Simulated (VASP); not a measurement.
# TaSi2 (P6_422) in VASP: relaxation of cell and atoms with LDA

Aim: the relaxation of cell and atoms of TaSi2 with LDA.

All numbers are computed with VASP 6.6.1; they aren't measurements. Logs are shortened: lines on timing, memory, paths and dates and some standing lists are left out, and cuts for length are marked.

### Step 1. The cell of the first run

Symmetry: P6_422, No. 181, hexagonal system. Conventional cell: a = 4.784 Å, b = 4.784 Å, c = 6.570 Å, α = 90.00°, β = 90.00°, γ = 120.00°. Ta (site symmetry 222) has 10 Si at 2.61 to 2.83 Å and 4 Ta at 3.24 Å within 3.4 Å. Within 3.4 Å of Si (site symmetry 2) lie 9 Si at 2.56 to 3.33 Å and 5 Ta at 2.61 to 2.83 Å.

### Step 2. Relaxation of cell and atoms, LDA

Input file INCAR:

```
PREC     = Accurate       # precision mode
ENCUT    = 600            # plane-wave cutoff, eV
EDIFF    = 1E-7           # SCF threshold, eV
ISMEAR   = 0              # smearing method
SIGMA    = 0.1            # smearing width, eV
LREAL    = False          # projectors in reciprocal space
LASPH    = True           # aspherical terms in the spheres
NELM     = 80             # most SCF steps
ALGO     = Normal         # electronic algorithm
ISIF     = 3              # what is computed and relaxed
LWAVE    = False          # write WAVECAR
LCHARG   = False          # write CHGCAR
IBRION   = 2              # ionic algorithm
NSW      = 100            # ionic steps
EDIFFG   = -0.005         # ionic threshold
```

Input file KPOINTS:

```
regular mesh
0
Gamma
  12 12 6
```

Input file POSCAR:

```
TaSi2
1.0
    4.7839004637      0.0000000000      0.0000000000
   -2.3919502318      4.1429793307      0.0000000000
    0.0000000000      0.0000000000      6.5700000000
Ta Si
3 6
Direct
    0.5000000000      0.0000000000      0.0000000000
    0.5000000000      0.5000000000      0.6666666667
    0.0000000000      0.5000000000      0.3333333333
    0.1589700000      0.3179400000      0.0000000000
    0.8410300000      0.1589700000      0.6666666667
    0.6820600000      0.8410300000      0.3333333333
    0.8410300000      0.6820600000      0.0000000000
    0.1589700000      0.8410300000      0.6666666667
    0.3179400000      0.1589700000      0.3333333333
```

Potentials or basis: VASP PAW LDA potentials, release 64 (Ta_pv, Si).

Run with:

```console
> cat potpaw_LDA.64/Ta_pv/POTCAR potpaw_LDA.64/Si/POTCAR > POTCAR
> mpirun -np 1 vasp_std > vasp.out
```

OUTCAR:

```text
PREC = Accurate
   ENCUT = 600
   EDIFF = 1E-7
   ISMEAR = 0
   LREAL = False
   LASPH = True
   NELM = 80
   ISIF = 3
   IBRION = 2
   NSW = 100
   EDIFFG = -0.005

 ion  position               nearest neighbor table
   1  0.500  0.000  0.000-   6 2.61   9 2.61   8 2.61   5 2.61   4 2.73   7 2.73   4 2.73   7 2.73
                             4 2.83   7 2.83   2 3.24   2 3.24   3 3.24   3 3.24
   2  0.500  0.500  0.667-   4 2.61   7 2.61   6 2.61   9 2.61   5 2.73   8 2.73   8 2.73   5 2.73
                             8 2.83   5 2.83   1 3.24   1 3.24   3 3.24   3 3.24
   3  0.000  0.500  0.333-   4 2.61   7 2.61   5 2.61   8 2.61   9 2.73   6 2.73   9 2.73   6 2.73
                             6 2.83   9 2.83   1 3.24   1 3.24   2 3.24   2 3.24
   4  0.159  0.318  0.000-   9 2.56   5 2.56   3 2.61   2 2.61   7 2.63   1 2.73   1 2.73   1 2.83
                             7 2.83   7 2.83
   5  0.841  0.159  0.667-   4 2.56   6 2.56   1 2.61   3 2.61   8 2.63   2 2.73   2 2.73   2 2.83
                             8 2.83   8 2.83
   6  0.682  0.841  0.333-   7 2.56   5 2.56   1 2.61   2 2.61   9 2.63   3 2.73   3 2.73   3 2.83
                             9 2.83   9 2.83
   7  0.841  0.682  0.000-   6 2.56   8 2.56   3 2.61   2 2.61   4 2.63   1 2.73   1 2.73   1 2.83
                             4 2.83   4 2.83
   8  0.159  0.841  0.667-   7 2.56   9 2.56   1 2.61   3 2.61   5 2.63   2 2.73   2 2.73   2 2.83
                             5 2.83   5 2.83
   9  0.318  0.159  0.333-   4 2.56   8 2.56   1 2.61   2 2.61   6 2.63   3 2.73   3 2.73   3 2.83
                             6 2.83   6 2.83

  LATTYP: Found a hexagonal cell.
 ALAT       =     4.7839004637
 C/A-ratio  =     1.3733563334

  Lattice vectors:

 A1 = (   4.7839004637,   0.0000000000,   0.0000000000)
 A2 = (  -2.3919502318,   4.1429793307,   0.0000000000)
 A3 = (   0.0000000000,   0.0000000000,   6.5700000000)

Analysis of symmetry for initial positions (statically):
=====================================================================
 Subroutine PRICEL returns:
 Original cell was already a primitive cell.

 Routine SETGRP: Setting up the symmetry group for a
 hexagonal supercell.

 Subroutine GETGRP returns: Found 12 space group operations
 (whereof  4 operations were pure point group operations)
 out of a pool of 24 trial point group operations.

The static configuration has the point symmetry D_2 .
 The point group associated with its full space group is D_6 .

Analysis of symmetry for dynamics (positions and initial velocities):
=====================================================================
 Subroutine PRICEL returns:
 Original cell was already a primitive cell.

 Routine SETGRP: Setting up the symmetry group for a
 hexagonal supercell.

 Subroutine GETGRP returns: Found 12 space group operations
 (whereof  4 operations were pure point group operations)
 out of a pool of 24 trial point group operations.

The dynamic configuration has the point symmetry D_2 .
[... 141 lines left out ...]
   AEXX    =    0.0000 exact exchange contribution
   IVDW    =     0    specifies the selected vdW correction
   LEPSILON=     F    determine dielectric tensor
   LRPA    =     F    only Hartree local field effects (RPA)
 conjugate gradient relaxation of ions
 non-spin polarized calculation
 Gauss-broadening in eV      SIGMA  =   0.10
  energy-cutoff  :      600.00
  volume of cell :      130.21
 maximum number of plane-waves:      4400
 NGX is ok and might be reduce to    40
   NGX = 19   NGY = 19   NGZ = 27

--------------------------------------- Ionic step        1  -------------------------------------------

 number of electron      56.9999997 magnetization

 Free energy of the ion-electron system (eV)
  ---------------------------------------------------
  ext. energy  EPLUGINS =         0.00000000
  ---------------------------------------------------
  free energy    TOTEN  =       -79.29984398 eV

  energy without entropy =      -79.28214009  energy(sigma->0) =      -79.29099203

------------------------ aborting loop because EDIFF is reached ----------------------------------------

  FORCE on cell =-STRESS in cart. coord.  units (eV):
  Direction    XX          YY          ZZ          XY          YZ          ZX
  --------------------------------------------------------------------------------------
  -------------------------------------------------------------------------------------
  Total       -4.0377276     -4.0377276     -4.2364381     -0.0000000      0.0000000      0.0000000
  in kB      -49.6806564    -49.6806564    -52.1256134     -0.0000000      0.0000000      0.0000000
  external PRESSURE =     -50.4956421 kB  Pullay stress =       0.0000000 kB
[... 30 lines left out ...]
--------------------------------------- Ionic step        2  -------------------------------------------

 number of electron      57.0000002 magnetization

 E-fermi :  10.0783     XC(G=0): -12.4949

 val. band max:       10.0758132045   @ k =   0.1667  -0.0000   0.3333
 cond. band min:      10.0882532512   @ k =   0.4167   0.1667   0.0000
 fundamental gap:      0.0124400468
 Fermi energy:        10.0782848910

 k-point     1 :       0.0000    0.0000    0.0000
  band No.  band energies     occupation
      1     -23.9649      2.00000
      2     -23.9649      2.00000
      3     -23.9555      2.00000
      4     -23.8801      2.00000
      5     -23.8801      2.00000
      6     -23.7523      2.00000
[... 958 lines left out ...]
  FREE ENERGIE OF THE ION-ELECTRON SYSTEM (eV)
  ---------------------------------------------------
  free  energy   TOTEN  =       -79.3537708647 eV

  energy  without entropy=      -79.3365740700  energy(sigma->0) =      -79.34517247

[... ionic steps 4 to 7 ...]

--------------------------------------- Ionic step        8  -------------------------------------------

 number of electron      57.0000000 magnetization

------------------------ aborting loop because EDIFF is reached ----------------------------------------
[... 81 lines left out ...]
--------------------------------------- Ionic step       10  -------------------------------------------

 number of electron      57.0000000 magnetization

 Free energy of the ion-electron system (eV)
  ---------------------------------------------------
  ext. energy  EPLUGINS =         0.00000000
  ---------------------------------------------------
  free energy    TOTEN  =       -79.35464520 eV

  energy without entropy =      -79.33704567  energy(sigma->0) =      -79.34584544

 E-fermi :   9.6026     XC(G=0): -12.3103

 val. band max:        9.5883552276   @ k =   0.5000   0.0000   0.0000
 cond. band min:       9.6080315654   @ k =   0.3333   0.0833   0.5000
 fundamental gap:      0.0196763379
 Fermi energy:         9.6026077736

 k-point     1 :       0.0000    0.0000    0.0000
  band No.  band energies     occupation
      1     -24.5298      2.00000
      2     -24.5298      2.00000
      3     -24.5227      2.00000
      4     -24.4511      2.00000
      5     -24.4511      2.00000
      6     -24.3467      2.00000
[... 915 lines left out ...]
  FREE ENERGIE OF THE ION-ELECTRON SYSTEM (eV)
  ---------------------------------------------------
  free  energy   TOTEN  =       -79.3546452048 eV

  energy  without entropy=      -79.3370456665  energy(sigma->0) =      -79.34584544

 reached required accuracy - stopping structural energy minimisation
```

OSZICAR:

```text
N       E                     dE             d eps       ncg     rms          rms(c)
DAV:   1     0.412055894236E+03    0.41206E+03   -0.30823E+04  5168   0.176E+03
DAV:   2    -0.587174976119E+02   -0.47077E+03   -0.46398E+03  5930   0.414E+02
DAV:   3    -0.811639528911E+02   -0.22446E+02   -0.22047E+02  6540   0.748E+01
DAV:   4    -0.816573499725E+02   -0.49340E+00   -0.49011E+00  6392   0.111E+01
[... 78 lines left out ...]
DAV:   1    -0.793546578899E+02   -0.20680E-04   -0.58689E-04  5354   0.181E-01    0.353E-02
DAV:   2    -0.793546474542E+02    0.10436E-04   -0.36778E-05  6398   0.381E-02    0.133E-02
DAV:   3    -0.793546454023E+02    0.20519E-05   -0.49521E-06  6524   0.149E-02    0.266E-03
DAV:   4    -0.793546452183E+02    0.18399E-06   -0.66264E-07  5578   0.388E-03    0.105E-03
DAV:   5    -0.793546452048E+02    0.13501E-07   -0.83895E-08  3124   0.210E-03
  10 F= -.79354645E+02 E0= -.79345845E+02  d E =-.157465E-04
```

Wall time 53 min (1 thread of Intel Xeon 8259CL, shared host); peak memory 0.47 GiB.

What came out:

| Property | Result |
| --- | --- |
| Free energy | -79.3546 eV |
| Relaxed volume | 14.09 Å³/atom |
| Relaxed cell | a = 4.738 Å, b = 4.738 Å, c = 6.523 Å, α = 90.00°, β = 90.00°, γ = 120.00° |
| Space group after relaxing (to 0.1 Å) | P6_422 (No. 181) |
| Energy gained by relaxing | 6.1 meV/atom |
| Ionic steps | 10 |
| Pressure after relaxing | 0.0 GPa |
| Band gap on the k mesh | zero (an odd number of electrons rules out a gap without spin polarisation) |

The path:
| step | energy change (eV) | largest force (eV/Å) | pressure (GPa) | volume (Å³) |
| --- | --- | --- | --- | --- |
| 1 | 0.0000 | 0.0314 | -5.05 | 130.21 |
| 2 | 0.0853 | 0.0039 | 9.10 | 121.81 |
| 3 | -0.0539 | 0.0206 | -0.07 | 126.91 |
| 4 | -0.0539 | 0.0204 | 0.03 | 126.85 |
| 5 | -0.0547 | 0.0207 | 0.05 | 126.78 |
| 6 | -0.0547 | 0.0206 | 0.05 | 126.79 |
| 7 | -0.0548 | 0.0083 | -0.05 | 126.85 |
| 8 | -0.0548 | 0.0056 | -0.07 | 126.86 |
| 9 | -0.0548 | 0.0029 | 0.05 | 126.79 |
| 10 | -0.0548 | 0.0006 | 0.00 | 126.82 |

Final structure:
```xyz
9
Lattice="4.7381 0.0000 0.0000 -2.3690 4.1033 0.0000 0.0000 0.0000 6.5232" Properties=species:S:1:pos:R:3 pbc="T T T"
Ta    2.3690    0.0000    0.0000
Ta    1.1845    2.0516    4.3488
Ta   -1.1845    2.0516    2.1744
Si    0.0000    1.3073    0.0000
Si    3.6059    0.6537    4.3488
Si    1.2368    3.4496    2.1744
Si    2.3690    2.7959    0.0000
Si   -1.2368    3.4496    4.3488
Si    1.1322    0.6537    2.1744
```

Caveat: spin-orbit coupling is left out, which moves the levels of the heavy elements; an odd number of electrons without spin polarisation forces a metal; a magnetic or distorted state may lie lower.
